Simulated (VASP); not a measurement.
# BAs in VASP: notebook, part 2 of 2

VASP 6.6.1. The steps go on from the part before.

**4. Electric field gradients, LDA (zz strain of +2 %)**

INCAR reads:

```
SYSTEM = BAs
PREC = Accurate
ENCUT = 520
EDIFF = 1E-8
ISMEAR = -1
SIGMA = 0.03
LREAL = .FALSE.
LASPH = .TRUE.
NELM = 100
ALGO = Normal
ISIF = 2
LWAVE = .FALSE.
LCHARG = .FALSE.
GGA = CA
LEFG = .TRUE.
NBANDS = 11
```

KPOINTS reads:

```
Automatic mesh
0
G
  15 15 15
  0 0 0
```

POSCAR reads:

```
BAs
1.0
    0.0000000000      2.3885000000      2.4362700000
    2.3885000000      0.0000000000      2.4362700000
    2.3885000000      2.3885000000      0.0000000000
B As
1 1
Direct
    0.0000000000      0.0000000000      0.0000000000
    0.7500000000      0.7500000000      0.7500000000
```

Potentials or basis: VASP PAW LDA potentials, release 64 (B, As).

Launch:

```sh
$ cat potpaw_LDA.64/B/POTCAR potpaw_LDA.64/As/POTCAR > POTCAR
$ mpirun -np 1 vasp_std > vasp.out
```

OUTCAR:

```text
SYSTEM = BAs
   PREC = Accurate
   ENCUT = 520
   EDIFF = 1E-8
   ISMEAR = -1
   LREAL = .FALSE.
   LASPH = .TRUE.
   NELM = 100
   ISIF = 2
   GGA = CA

 ion  position               nearest neighbor table
   1  0.000  0.000  0.000-   2 2.08   2 2.08   2 2.08   2 2.08
   2  0.750  0.750  0.750-   1 2.08   1 2.08   1 2.08   1 2.08

  LATTYP: Found a body centered tetragonal cell.
 ALAT       =     3.3778490937
 C/A-ratio  =     1.4424978336

  Lattice vectors:

 A1 = (  -2.3885000000,   0.0000000000,   2.4362700000)
 A2 = (   2.3885000000,   0.0000000000,   2.4362700000)
 A3 = (   0.0000000000,   2.3885000000,  -2.4362700000)

Analysis of symmetry for initial positions (statically):
=====================================================================
 Subroutine PRICEL returns:
 Original cell was already a primitive cell.

 Routine SETGRP: Setting up the symmetry group for a
 body centered tetragonal supercell.

 Subroutine GETGRP returns: Found  8 space group operations
 (whereof  8 operations were pure point group operations)
 out of a pool of 16 trial point group operations.

The static configuration has the point symmetry D_2d.

Analysis of symmetry for dynamics (positions and initial velocities):
=====================================================================
 Subroutine PRICEL returns:
 Original cell was already a primitive cell.

 Routine SETGRP: Setting up the symmetry group for a
 body centered tetragonal supercell.

 Subroutine GETGRP returns: Found  8 space group operations
 (whereof  8 operations were pure point group operations)
 out of a pool of 16 trial point group operations.

The dynamic configuration has the point symmetry D_2d.

 Subroutine INISYM returns: Found  8 space group operations
 (whereof  8 operations are pure point group operations),
 and found     1 'primitive' translations

----------------------------------------------------------------------------------------

                                     Primitive cell

  volume of cell :      27.7975

  direct lattice vectors                    reciprocal lattice vectors
     0.000000000  2.388500000  2.436270000    -0.209336404  0.209336404  0.205231768
     2.388500000  0.000000000  2.436270000     0.209336404 -0.209336404  0.205231768
     2.388500000  2.388500000  0.000000000     0.209336404  0.209336404 -0.205231768

  length of vectors
     3.411794801  3.411794801  3.377849094     0.360227065  0.360227065  0.360227065

  position of ions in fractional coordinates (direct lattice)
     0.000000000  0.000000000  0.000000000
     0.750000000  0.750000000  0.750000000

  ion indices of the primitive-cell ions
   primitive index   ion index
                 1           1
                 2           2

----------------------------------------------------------------------------------------

 KPOINTS: Automatic mesh

Automatic generation of k-mesh.
 Grid dimensions read from file:
 generate k-points for:   15   15   15

 Generating k-lattice:

  Cartesian coordinates                     Fractional coordinates (reciprocal lattice)
[... 79 lines left out ...]
     AMIX     =   0.40;   BMIX     =  1.00
     AMIX_MAG =   1.60;   BMIX_MAG =  1.00
  volume/ion in A,a.u.               =      13.90        93.79
  Fermi-wavevector in a.u.,A,eV,Ry     =   1.080860  2.042530 15.895126  1.168259
  Thomas-Fermi vector in A             =   2.216862
   LORBIT       =      0    0 simple, 1 ext, 2 COOP (PROOUT), +10 PAW based schemes
   GGA     = CA    functional components
   LHFCALC =     F    Hartree Fock is set to
   AEXX    =    0.0000 exact exchange contribution
   IVDW    =     0    specifies the selected vdW correction
   LEPSILON=     F    determine dielectric tensor
   LRPA    =     F    only Hartree local field effects (RPA)
 non-spin polarized calculation
  energy-cutoff  :      520.00
  volume of cell :       27.80
 maximum number of plane-waves:       764
 NGX is ok and might be reduce to    28
   NGX = 13   NGY = 13   NGZ = 13

 number of electron       8.0000000 magnetization

 Free energy of the ion-electron system (eV)
  ---------------------------------------------------
  ext. energy  EPLUGINS =         0.00000000
  ---------------------------------------------------
  free energy    TOTEN  =       -12.90177541 eV

  energy without entropy =      -12.90177541  energy(sigma->0) =      -12.90177541

 E-fermi :   6.4756     XC(G=0): -10.7021

 val. band max:        5.9999036152   @ k =   0.0000   0.0000   0.0000
 cond. band min:       6.9921297970   @ k =   0.4000   0.0000   0.4000
 fundamental gap:      0.9922261819
 Fermi energy:         6.4756362361

 k-point     1 :       0.0000    0.0000    0.0000
  band No.  band energies     occupation
      1      -9.2632      2.00000
      2       5.8065      2.00000
      3       5.9999      2.00000
      4       5.9999      2.00000
      5       9.1202      0.00000
      6       9.1202      0.00000
      7       9.2455      0.00000
      8      10.3721      0.00000
      9      15.1962      0.00000
     10      18.5969      0.00000
     11      19.1573      0.00000
[... 309 lines left out ...]
 k-point    24 :       0.2000    0.1333    0.0000
  band No.  band energies     occupation
      1      -8.6391      2.00000
      2       3.1081      2.00000
      3       4.3603      2.00000
      4       4.4688      2.00000
      5       8.5140      0.00000
      6      10.8836      0.00000
      7      11.3886      0.00000
      8      11.8805      0.00000
      9      15.3930      0.00000
     10      17.3626      0.00000
     11      19.2928      0.00000

 [... further k-points ...]

------------------------ aborting loop because EDIFF is reached ----------------------------------------

  FORCE on cell =-STRESS in cart. coord.  units (eV):
  Direction    XX          YY          ZZ          XY          YZ          ZX
  --------------------------------------------------------------------------------------
  -------------------------------------------------------------------------------------
  Total       -0.7391053     -0.7391053     -1.4596611      0.0000000      0.0000000     -0.0000000
  in kB      -42.6001390    -42.6001390    -84.1311296      0.0000000      0.0000000     -0.0000000
  external PRESSURE =     -56.4438025 kB  Pullay stress =       0.0000000 kB

 VOLUME and BASIS-vectors are now :
 -----------------------------------------------------------------------------
  energy-cutoff  :      520.00
  volume of cell :       27.80
      direct lattice vectors                 reciprocal lattice vectors
     0.000000000  2.388500000  2.436270000    -0.209336404  0.209336404  0.205231768
     2.388500000  0.000000000  2.436270000     0.209336404 -0.209336404  0.205231768
     2.388500000  2.388500000  0.000000000     0.209336404  0.209336404 -0.205231768

 POSITION                                       TOTAL-FORCE (eV/Angst)
 -----------------------------------------------------------------------------------
      0.00000      0.00000      0.00000        -0.000000     -0.000000      0.000000
      3.58275      3.58275      3.65440         0.000000      0.000000     -0.000000
 -----------------------------------------------------------------------------------
    total drift:                                0.000000      0.000000      0.000000

  FREE ENERGIE OF THE ION-ELECTRON SYSTEM (eV)
  ---------------------------------------------------
  free  energy   TOTEN  =       -12.9017754101 eV

  energy  without entropy=      -12.9017754099  energy(sigma->0) =      -12.90177541

 Electric field gradients (V/A^2)
---------------------------------------------------------------------
 ion       V_xx      V_yy      V_zz      V_xy      V_xz      V_yz
---------------------------------------------------------------------
   1      -0.059    -0.059     0.117    -0.000    -0.000    -0.000
   2      -1.376    -1.376     2.752     0.000     0.000     0.000
---------------------------------------------------------------------

 Electric field gradients after diagonalization (V/A^2)
 (convention: |V_zz| > |V_xx| > |V_yy|)
----------------------------------------------------------------------
 ion       V_xx      V_yy      V_zz     asymmetry (V_yy - V_xx)/ V_zz
----------------------------------------------------------------------
   1      -0.059    -0.059     0.117       0.000
   2      -1.376    -1.376     2.752       0.000
----------------------------------------------------------------------

           NMR quadrupolar parameters

 Cq : quadrupolar parameter    Cq=e*Q*V_zz/h
 eta: asymmetry parameters     (V_yy - V_xx)/ V_zz
 Q  : nuclear electric quadrupole moment in mb (millibarn)
----------------------------------------------------------------------
 ion       Cq(MHz)       eta       Q (mb)
----------------------------------------------------------------------
   1       0.000       0.000       1.000
   2       0.007       0.000       1.000
----------------------------------------------------------------------
```

OSZICAR:

```text
N       E                     dE             d eps       ncg     rms          rms(c)
DAV:   1     0.105370964123E+02    0.10537E+02   -0.37506E+03  6336   0.637E+02
DAV:   2    -0.128361027933E+02   -0.23373E+02   -0.22223E+02  8343   0.104E+02
DAV:   3    -0.135806062630E+02   -0.74450E+00   -0.74266E+00  7921   0.172E+01
DAV:   4    -0.135827974001E+02   -0.21911E-02   -0.21910E-02  7030   0.105E+00
DAV:   5    -0.135828011566E+02   -0.37564E-05   -0.37564E-05  7652   0.467E-02    0.487E+00
DAV:   6    -0.129886835405E+02    0.59412E+00   -0.16201E+00  6792   0.504E+00    0.230E+00
DAV:   7    -0.129145754139E+02    0.74108E-01   -0.17609E-01  7504   0.211E+00    0.880E-01
DAV:   8    -0.129017449164E+02    0.12830E-01   -0.22555E-02  7293   0.786E-01    0.956E-02
DAV:   9    -0.129017674996E+02   -0.22583E-04   -0.76868E-04  7101   0.167E-01    0.545E-02
DAV:  10    -0.129017740926E+02   -0.65930E-05   -0.76785E-05  6780   0.498E-02    0.122E-02
DAV:  11    -0.129017755420E+02   -0.14494E-05   -0.16913E-06  7732   0.830E-03    0.112E-02
DAV:  12    -0.129017754096E+02    0.13243E-06   -0.82219E-07  6903   0.374E-03    0.312E-03
DAV:  13    -0.129017754101E+02   -0.50017E-09   -0.33868E-08  7476   0.120E-03
   1 F= -.12901775E+02 E0= -.12901775E+02  d E =-.132318E-09
```

Wall time 48 s (1 thread of Intel Xeon Platinum 8488C (Sapphire Rapids), shared host); peak memory 0.21 GiB.

Results:

| Quantity | Value |
| --- | --- |
| Free energy | -12.9018 eV |
| Pressure | -5.6 GPa |
| Band gap on the k mesh | 0.99 eV (least direct gap 3.12 eV) |
| Largest electric field gradient by atom | B +0.1; As +2.8 V/Å² |

Electric field gradients, principal values (V/Å²):
```tsv
atom	least	middle	greatest (by size)
1 B	-0.059	-0.059	0.117
2 As	-1.376	-1.376	2.752
```

Caveat: the cell differs from its parent crystal (zz strain of +2 %); the cell stands under tension; without QUAD_EFG the Cq values of the log hold for a quadrupole moment of 1 mb, not for the nuclei; an odd mesh through Γ misses points on the zone boundary, where band edges can lie.
